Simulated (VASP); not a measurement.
# Bi: single point with r2SCAN

The system is Bi.

```
CELL_PARAMETERS angstrom
3.50568 0.00000 0.00000
-1.75284 3.03601 0.00000
0.00000 0.00000 11.75404
ATOMIC_POSITIONS crystal
Bi 0.00000 0.00000 0.00000
Bi 0.00000 0.00000 0.50000
Bi 0.33333 0.66667 0.25000
Bi 0.66667 0.33333 0.75000
```

This isn't the form of Bi at room conditions, which is rhombohedral.

```
Program                : VASP 6.6.1
Task                   : single point
Functional             : r2SCAN
Potentials or basis    : VASP PAW PBE potentials, release 64 (Bi_d)
Cutoff                 : 520 eV
k mesh                 : 12 × 12 × 3
Occupations            : fermi-dirac, width 0.1 eV
Spin                   : no spin polarisation
Dipole correction      : no
Further INCAR settings : ALGO = Normal; EDIFF = 1e-06; NBANDS = 38
```

| Quantity | Value |
| --- | --- |
| Pressure | -0.2 GPa |
| Band gap on the k mesh | zero (bands 30 and 31 overlap by 6.54 eV) |

Stress tensor (GPa, compression positive):
```
-0.25  0.00  0.00
 0.00 -0.25  0.00
 0.00  0.00  0.00
```

Levels at points of the mesh, in eV from the Fermi level:
```
           k point  band 28  band 29  band 30  band 31  band 32  band 33
(0.00, 0.00, 0.00)     3.74     3.74     4.44     4.44     4.46     4.46
(0.50, 0.00, 0.00)    -3.69    -1.57    -0.79     0.54     1.44     1.70
```

Wall time 5.5 min on 1 thread of Intel(R) Xeon(R) 6975P-C (Granite Rapids) (shared host), peak memory 0.33 GiB.

Caveat: the PAW data sets were made with another functional, which shifts forces and pressure a little; spin-orbit coupling is left out, which moves the levels of the heavy elements.
